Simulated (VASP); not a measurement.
Here is a VASP 6.6.1 calculation.

File INCAR:

```
SYSTEM = HfO2
PREC     = Accurate       ! precision mode
ENCUT    = 600            ! plane-wave cutoff, eV
EDIFF    = 1E-6           ! SCF threshold, eV
ISMEAR   = -1             ! smearing method
SIGMA    = 0.02           ! smearing width, eV
LREAL    = .False.        ! projectors in reciprocal space
LASPH    = .True.         ! aspherical terms in the spheres
NELM     = 80             ! most SCF steps
ALGO     = Normal         ! electronic algorithm
ISIF     = 3              ! what is computed and relaxed
LWAVE    = .False.        ! write WAVECAR
LCHARG   = .False.        ! write CHGCAR
GGA      = PE             ! functional
IBRION   = 2              ! ionic algorithm
NSW      = 80             ! ionic steps
EDIFFG   = -0.005         ! ionic threshold
```

Contents of KPOINTS:

```
regular mesh
0
Gamma
  4 4 6
  0 0 0
```

The input POSCAR:

```
HfO2
1.0
    5.2326365400      0.0000000000      0.0000000000
    0.0000000000      5.2326365400      0.0000000000
    0.0000000000      0.0000000000      3.5224179300
Hf O
2 4
Direct
    0.5000000000      0.5000000000      0.5000000000
    0.0000000000      0.0000000000      0.0000000000
    0.1940277000      0.8059723000      0.5000000000
    0.8059723000      0.1940277000      0.5000000000
    0.3059723000      0.3059723000      0.0000000000
    0.6940277000      0.6940277000      0.0000000000
```

Potentials or basis: VASP PAW PBE potentials, release 64 (Hf_pv, O).

Run with:

```bash
$ cat potpaw_PBE.64/Hf_pv/POTCAR potpaw_PBE.64/O/POTCAR > POTCAR
$ mpirun -np 1 vasp_std > vasp.out
```

Task: Predict the band gap on the k mesh.

Result: 3.90 eV.

Task: Estimate the relaxed cell.

Result: a = 4.858 Å, b = 4.858 Å, c = 3.224 Å, α = 90.00°, β = 90.00°, γ = 90.00°.

Task: Estimate the space group after relaxing (to 0.1 Å).

Result: P4_2/mnm (No. 136).

Task: Estimate the relaxed volume.

Result: 12.68 Å³/atom.

Forces on the atoms (eV/Å):
```
Hf   0.000  0.000  0.000
Hf   0.000  0.000  0.000
O    0.003 -0.003  0.000
O   -0.003  0.003  0.000
O   -0.003 -0.003  0.000
O    0.003  0.003  0.000
```

Caveat: the volume moved by over 15 % at a fixed basis, so the end points are rough; spin-orbit coupling is left out, which moves the levels of the heavy elements. A k mesh can miss the band edges.
